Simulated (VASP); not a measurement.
# ZrB (Fm-3m) in VASP: a series of runs, part 2 of 2

VASP 6.6.1.

## 3. Single point, PBE+D3(BJ)

Input file INCAR:

```
PREC = Accurate ; ENCUT = 500
EDIFF = 1E-6 ; ISMEAR = 1
SIGMA = 0.3 ; LREAL = F
LASPH = T ; NELM = 120
ALGO = Normal ; ISIF = 2
LWAVE = F ; LCHARG = T
GGA = PE ; IVDW = 12
LELF = T ; LVHAR = T
NBANDS = 14 ; GGA_COMPAT = F
```

Input file KPOINTS:

```
Automatic mesh
0
Gamma
  7 7 7
```

Input file POSCAR:

```
ZrB
1.0
    0.0000000000      2.4563210000      2.4563210000
    2.4563210000      0.0000000000      2.4563210000
    2.4563210000      2.4563210000      0.0000000000
Zr B
1 1
Direct
    0.5000000000      0.5000000000      0.5000000000
    0.0000000000      0.0000000000      0.0000000000
```

Potentials or basis: VASP PAW PBE potentials, release 64 (Zr_sv, B).

Command:

```console
$ cat potpaw_PBE.64/Zr_sv/POTCAR potpaw_PBE.64/B/POTCAR > POTCAR
$ mpirun -np 1 vasp_std > vasp.out
```

OUTCAR:

```text
PREC = Accurate
   ENCUT = 500
   EDIFF = 1E-6
   ISMEAR = 1
   LREAL = F
   LASPH = T
   NELM = 120
   ISIF = 2
   GGA = PE
   IVDW = 12
 IVDW          = 12

 ion  position               nearest neighbor table
   1  0.500  0.500  0.500-   2 2.46   2 2.46   2 2.46   2 2.46   2 2.46   2 2.46
   2  0.000  0.000  0.000-   1 2.46   1 2.46   1 2.46   1 2.46   1 2.46   1 2.46

  LATTYP: Found a face centered cubic cell.
 ALAT       =     4.9126420000

  Lattice vectors:

 A1 = (   0.0000000000,   2.4563210000,   2.4563210000)
 A2 = (   2.4563210000,   0.0000000000,   2.4563210000)
 A3 = (   2.4563210000,   2.4563210000,   0.0000000000)

Analysis of symmetry for initial positions (statically):
=====================================================================
 Subroutine PRICEL returns:
 Original cell was already a primitive cell.

 Routine SETGRP: Setting up the symmetry group for a
 face centered cubic supercell.

 Subroutine GETGRP returns: Found 48 space group operations
 (whereof 48 operations were pure point group operations)
 out of a pool of 48 trial point group operations.

The static configuration has the point symmetry O_h .
[... 170 lines left out ...]
      5      -0.6220      2.00000
      6       9.1425     -0.00000
      7       9.1425     -0.00000
      8       9.1425     -0.00000
      9      10.5249     -0.00000
     10      10.5249     -0.00000
     11      10.8199     -0.00000
     12      10.8199     -0.00000
     13      10.8199     -0.00000
     14      18.3220      0.00000
[... 309 lines left out ...]
      1     -40.0282      2.00000
      2     -18.2820      2.00000
      3     -18.2558      2.00000
      4     -18.0906      2.00000
      5       2.1118      2.00000
      6       5.7659      2.00000
      7       6.3508      2.00002
      8       6.9637      2.06683
      9      11.1803     -0.00000
     10      12.0596     -0.00000
     11      13.2690     -0.00000
     12      14.6716      0.00000
     13      15.6487      0.00000
     14      20.6363      0.00000

------------------------ aborting loop because EDIFF is reached ----------------------------------------

 Edisp (eV)   -0.75916

 E8    (eV) :    -0.3541

  FORCE on cell =-STRESS in cart. coord.  units (eV):
  Direction    XX          YY          ZZ          XY          YZ          ZX
  --------------------------------------------------------------------------------------
  -------------------------------------------------------------------------------------
  Total      -0.90743    -0.90743    -0.90743    -0.00000     0.00000     0.00000
  in kB     -49.04966   -49.04966   -49.04966    -0.00000     0.00000     0.00000
  external pressure =      -49.05 kB  Pullay stress =        0.00 kB

 VOLUME and BASIS-vectors are now :
 -----------------------------------------------------------------------------
  energy-cutoff  :      500.00
  volume of cell :       29.64
      direct lattice vectors                 reciprocal lattice vectors
     0.000000000  2.456321000  2.456321000    -0.203556457  0.203556457  0.203556457
     2.456321000  0.000000000  2.456321000     0.203556457 -0.203556457  0.203556457
     2.456321000  2.456321000  0.000000000     0.203556457  0.203556457 -0.203556457

 POSITION                                       TOTAL-FORCE (eV/Angst)
 -----------------------------------------------------------------------------------
      2.45632      2.45632      2.45632         0.000000     -0.000000      0.000000
      0.00000      0.00000      0.00000        -0.000000      0.000000     -0.000000
 -----------------------------------------------------------------------------------
    total drift:                                0.000000      0.000000      0.000000

  FREE ENERGIE OF THE ION-ELECTRON SYSTEM (eV)
  ---------------------------------------------------
  free  energy   TOTEN  =       -16.7520236710 eV

  energy  without entropy=      -16.7444331646  energy(sigma->0) =      -16.74949350
```

OSZICAR:

```text
N       E                     dE             d eps       ncg     rms          rms(c)
DAV:   1     0.878258560092E+02    0.87826E+02   -0.78344E+03   560   0.101E+03
DAV:   2    -0.125841796452E+02   -0.10041E+03   -0.95937E+02   710   0.270E+02
DAV:   3    -0.176145141728E+02   -0.50303E+01   -0.49893E+01   916   0.511E+01
DAV:   4    -0.179114602373E+02   -0.29695E+00   -0.29691E+00   702   0.678E+00
DAV:   5    -0.179135264995E+02   -0.20663E-02   -0.20662E-02   734   0.770E-01    0.167E+01
DAV:   6    -0.159941302618E+02    0.19194E+01   -0.29343E+00   650   0.146E+01    0.559E+00
DAV:   7    -0.159929116491E+02    0.12186E-02   -0.25052E-01   766   0.343E+00    0.271E+00
DAV:   8    -0.159937399522E+02   -0.82830E-03   -0.32490E-02   708   0.150E+00    0.326E-01
DAV:   9    -0.159927746668E+02    0.96529E-03   -0.37089E-03   680   0.380E-01    0.157E-01
DAV:  10    -0.159928640695E+02   -0.89403E-04   -0.52001E-04   626   0.254E-01    0.362E-02
DAV:  11    -0.159928609933E+02    0.30762E-05   -0.25994E-05   748   0.436E-02    0.497E-03
DAV:  12    -0.159928593517E+02    0.16415E-05   -0.20526E-06   626   0.152E-02    0.487E-03
DAV:  13    -0.159928593709E+02   -0.19121E-07   -0.18276E-07   334   0.441E-03
   1 F= -.16752024E+02 E0= -.16749494E+02  d E =-.759051E-02
```

Wall time 8.4 s (1 thread of Intel Xeon Platinum 8488C (Sapphire Rapids), shared host); peak memory 0.16 GiB.

Results:

```
Free energy                : -16.7520 eV
Pressure                   : -4.9 GPa
Dispersion energy per atom : -0.380 eV
```

Levels at points of the mesh, in eV from the Fermi level:
```csv
k point,band 3,band 4,band 5,band 6,band 7,band 8,band 9,band 10,band 11,band 12
"(0.00, 0.00, 0.00)",-25.30,-25.30,-7.99,1.77,1.77,1.77,3.16,3.16,3.45,3.45
```

Caveat: pairwise dispersion overbinds metals, which lowers pressure and volume.

## 4. Single point, PBE+D3(BJ)

Input file INCAR:

```
ALGO = Normal
EDIFF = 1E-6
ENCUT = 500
GGA = PE
GGA_COMPAT = False
ISIF = 2
ISMEAR = 1
IVDW = 12
LASPH = True
LCHARG = False
LREAL = False
LWAVE = False
NBANDS = 14
NELM = 120
PREC = Accurate
SIGMA = 0.2
```

Input file KPOINTS:

```
k-points
0
Gamma
  7 7 7
```

POSCAR is that of step 3.

Potentials or basis: VASP PAW PBE potentials, release 64 (Zr_sv, B).

Command:

```console
$ cat potpaw_PBE.64/Zr_sv/POTCAR potpaw_PBE.64/B/POTCAR > POTCAR
$ mpirun -np 1 vasp_std > vasp.out
```

OUTCAR:

```text
EDIFF = 1E-6
   ENCUT = 500
   GGA = PE
   ISIF = 2
   ISMEAR = 1
   IVDW = 12
   LASPH = True
   LREAL = False
   NELM = 120
   PREC = Accurate
 IVDW          = 12

 ion  position               nearest neighbor table
   1  0.500  0.500  0.500-   2 2.46   2 2.46   2 2.46   2 2.46   2 2.46   2 2.46
   2  0.000  0.000  0.000-   1 2.46   1 2.46   1 2.46   1 2.46   1 2.46   1 2.46

  LATTYP: Found a face centered cubic cell.
 ALAT       =     4.9126420000

  Lattice vectors:

 A1 = (   0.0000000000,   2.4563210000,   2.4563210000)
 A2 = (   2.4563210000,   0.0000000000,   2.4563210000)
 A3 = (   2.4563210000,   2.4563210000,   0.0000000000)

Analysis of symmetry for initial positions (statically):
=====================================================================
 Subroutine PRICEL returns:
 Original cell was already a primitive cell.

 Routine SETGRP: Setting up the symmetry group for a
 face centered cubic supercell.

 Subroutine GETGRP returns: Found 48 space group operations
 (whereof 48 operations were pure point group operations)
 out of a pool of 48 trial point group operations.

The static configuration has the point symmetry O_h .

Analysis of symmetry for dynamics (positions and initial velocities):
=====================================================================
 Subroutine PRICEL returns:
 Original cell was already a primitive cell.

 Routine SETGRP: Setting up the symmetry group for a
 face centered cubic supercell.

 Subroutine GETGRP returns: Found 48 space group operations
 (whereof 48 operations were pure point group operations)
 out of a pool of 48 trial point group operations.

The dynamic configuration has the point symmetry O_h .

 Subroutine INISYM returns: Found 48 space group operations
 (whereof 48 operations are pure point group operations),
 and found     1 'primitive' translations

----------------------------------------------------------------------------------------

                                     Primitive cell

  volume of cell :      29.6405

[... 114 lines left out ...]
 non-spin polarized calculation
 Methfessel and Paxton  Order N= 1 SIGMA  =   0.20
  energy-cutoff  :      500.00
  volume of cell :       29.64
 maximum number of plane-waves:       769
 NGX is ok and might be reduce to    28
   NGX = 13   NGY = 13   NGZ = 13

 number of electron      15.0000000 magnetization

 Free energy of the ion-electron system (eV)
  ---------------------------------------------------
  ext. energy  EPLUGINS =         0.00000000
  ---------------------------------------------------
  free energy    TOTEN  =       -15.98950555 eV

  energy without entropy =      -15.98259533  energy(sigma->0) =      -15.98720214

 E-fermi :   7.3730     XC(G=0): -11.4503

 val. band max:        7.3055312924   @ k =   0.4286   0.2857   0.1429
 cond. band min:       7.4129759846   @ k =   0.2857   0.2857   0.0000
 fundamental gap:      0.1074446922
 Fermi energy:         7.3730052863

 k-point     1 :       0.0000    0.0000    0.0000
  band No.  band energies     occupation
      1     -40.0999      2.00000
      2     -17.9276      2.00000
      3     -17.9276      2.00000
      4     -17.9276      2.00000
      5      -0.6222      2.00000
      6       9.1434     -0.00000
      7       9.1434     -0.00000
      8       9.1434     -0.00000
      9      10.5260     -0.00000
     10      10.5260     -0.00000
     11      10.8191     -0.00000
     12      10.8191     -0.00000
     13      10.8191     -0.00000
     14      18.3217      0.00000
[... 309 lines left out ...]
      1     -40.0260      2.00000
      2     -18.2801      2.00000
      3     -18.2539      2.00000
      4     -18.0886      2.00000
      5       2.1114      2.00000
      6       5.7660      2.00000
      7       6.3509      2.00000
      8       6.9638      2.01373
      9      11.1807     -0.00000
     10      12.0604      0.00000
     11      13.2701      0.00000
     12      14.6725      0.00000
     13      15.6496      0.00000
     14      20.6366      0.00000

------------------------ aborting loop because EDIFF is reached ----------------------------------------

 Edisp (eV)   -0.75916

 E8    (eV) :    -0.3541

  FORCE on cell =-STRESS in cart. coord.  units (eV):
  Direction    XX          YY          ZZ          XY          YZ          ZX
  --------------------------------------------------------------------------------------
  -------------------------------------------------------------------------------------
  Total      -0.91126    -0.91126    -0.91126     0.00000     0.00000     0.00000
  in kB     -49.25671   -49.25671   -49.25671     0.00000     0.00000     0.00000
  external pressure =      -49.26 kB  Pullay stress =        0.00 kB

 VOLUME and BASIS-vectors are now :
 -----------------------------------------------------------------------------
  energy-cutoff  :      500.00
  volume of cell :       29.64
      direct lattice vectors                 reciprocal lattice vectors
     0.000000000  2.456321000  2.456321000    -0.203556457  0.203556457  0.203556457
     2.456321000  0.000000000  2.456321000     0.203556457 -0.203556457  0.203556457
     2.456321000  2.456321000  0.000000000     0.203556457  0.203556457 -0.203556457

 POSITION                                       TOTAL-FORCE (eV/Angst)
 -----------------------------------------------------------------------------------
      2.45632      2.45632      2.45632         0.000000     -0.000000     -0.000000
      0.00000      0.00000      0.00000        -0.000000      0.000000      0.000000
 -----------------------------------------------------------------------------------
    total drift:                                0.000000      0.000000      0.000000

  FREE ENERGIE OF THE ION-ELECTRON SYSTEM (eV)
  ---------------------------------------------------
  free  energy   TOTEN  =       -16.7486698503 eV

  energy  without entropy=      -16.7417596270  energy(sigma->0) =      -16.74636644
```

OSZICAR:

```text
N       E                     dE             d eps       ncg     rms          rms(c)
DAV:   1     0.878259769663E+02    0.87826E+02   -0.78344E+03   560   0.101E+03
DAV:   2    -0.125850434591E+02   -0.10041E+03   -0.95938E+02   710   0.270E+02
DAV:   3    -0.176164526371E+02   -0.50314E+01   -0.49885E+01   916   0.511E+01
DAV:   4    -0.179132769407E+02   -0.29682E+00   -0.29679E+00   702   0.678E+00
DAV:   5    -0.179153425946E+02   -0.20657E-02   -0.20656E-02   734   0.769E-01    0.167E+01
DAV:   6    -0.159904948433E+02    0.19248E+01   -0.29457E+00   650   0.146E+01    0.560E+00
DAV:   7    -0.159896988982E+02    0.79595E-03   -0.24858E-01   766   0.342E+00    0.273E+00
DAV:   8    -0.159905530779E+02   -0.85418E-03   -0.32953E-02   708   0.151E+00    0.339E-01
DAV:   9    -0.159894369223E+02    0.11162E-02   -0.41617E-03   680   0.404E-01    0.164E-01
DAV:  10    -0.159895090549E+02   -0.72133E-04   -0.56641E-04   632   0.265E-01    0.380E-02
DAV:  11    -0.159895072507E+02    0.18042E-05   -0.28169E-05   742   0.462E-02    0.548E-03
DAV:  12    -0.159895055198E+02    0.17308E-05   -0.22858E-06   644   0.161E-02    0.523E-03
DAV:  13    -0.159895055502E+02   -0.30326E-07   -0.23279E-07   334   0.506E-03
   1 F= -.16748670E+02 E0= -.16746366E+02  d E =-.691022E-02
```

stdout:

```text
POSCAR found type information on POSCAR ZrB
 POSCAR found :  2 types and       2 ions
 scaLAPACK will be used
 LDA part: xc-table for (Slater+PW92), standard interpolation
 POSCAR, INCAR and KPOINTS ok, starting setup
 FFT: planning ... GRIDC
 FFT: planning ... GRID_SOFT
 FFT: planning ... GRID
 WAVECAR not read
 entering main loop
```

It took 8.1 s on 1 thread of Intel Xeon Platinum 8488C (Sapphire Rapids), shared host; peak memory 0.16 GiB.

Results:

| Item | Value |
| --- | --- |
| Free energy | -16.7487 eV |
| Pressure | -4.9 GPa |
| Dispersion energy per atom | -0.380 eV |

Caveat: pairwise dispersion overbinds metals, which lowers pressure and volume.

## 5. Single point, PBE+D3(BJ)

Input file INCAR:

```
PREC = Accurate
ENCUT = 500
EDIFF = 1E-6
ISMEAR = 1
SIGMA = 0.1
LREAL = F
LASPH = T
NELM = 120
ALGO = Normal
ISIF = 2
LWAVE = F
LCHARG = T
GGA = PE
IVDW = 12
LELF = T
LVHAR = T
NBANDS = 14
GGA_COMPAT = F
```

Input file KPOINTS:

```
regular mesh
0
Gamma
  7 7 7
```

POSCAR is that of step 4.

Command:

```console
$ cat potpaw_PBE.64/Zr_sv/POTCAR potpaw_PBE.64/B/POTCAR > POTCAR
$ mpirun -np 1 vasp_std > vasp.out
```

Wall time 10 s (1 thread of Intel Xeon Platinum 8488C (Sapphire Rapids), shared host); peak memory 0.16 GiB.

The run converged. Its results:

| Property | Result |
| --- | --- |
| Free energy | -16.7474 eV |
| Pressure | -4.9 GPa |
| Dispersion energy per atom | -0.380 eV |

Levels at points of the mesh, in eV from the Fermi level:
```
           k point  band 3  band 4  band 5  band 6  band 7  band 8  band 9  band 10  band 11  band 12
(0.00, 0.00, 0.00)  -25.29  -25.29   -7.98    1.78    1.78    1.78    3.16     3.16     3.46     3.46
```

Caveat: pairwise dispersion overbinds metals, which lowers pressure and volume.

## 6. The runs side by side

```csv
smearing,gap on the mesh (eV),pressure (GPa)
methfessel-paxton 0.5 eV,none,-4.9
methfessel-paxton 0.3 eV,none,-4.9
methfessel-paxton 0.2 eV,none,-4.9
methfessel-paxton 0.1 eV,none,-4.9
```

Alike in all rows: task single point; level PBE+D3(BJ); potentials or basis VASP PAW PBE potentials, release 64 (Zr_sv, B); no spin polarisation; cell as given; k mesh 7 × 7 × 7; cutoff (eV) 500.

Every run on the cell as given and a fine mesh finds a metal.

Caveats: pairwise dispersion overbinds metals, which lowers pressure and volume.

Absolute energies hang on the potentials; compare differences alone.
